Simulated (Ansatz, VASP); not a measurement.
Two plane-wave programs on RbCl

```xyz
2
Lattice="0.0000 3.2290 3.2290 3.2290 0.0000 3.2290 3.2290 3.2290 0.0000" Properties=species:S:1:pos:R:3 pbc="T T T"
Rb    0.0000    0.0000    0.0000
Cl    3.2290    3.2290    3.2290
```

Alike in both runs: task single point; functional PBE; k mesh 6 × 6 × 6; occupations gaussian, width 0.02 eV; no spin polarisation.

|  | VASP | Ansatz |
| --- | --- | --- |
| version | VASP 6.6.1 | Ansatz 0.2.0 |
| potentials or method | VASP PAW PBE potentials, release 64 (Rb_sv, Cl), cutoff 500 eV | scalar-relativistic, plane waves, PAW |
| valence electrons in the cell | 16 | 16 |

```tsv
	VASP	Ansatz	Ansatz less VASP
gap on the k mesh at the Fermi level (eV)	5.18	5.19	+0.004
least direct gap on the mesh (eV)	5.18	5.19	+0.004
pressure (GPa)	2.1	2.0	-0.01
```
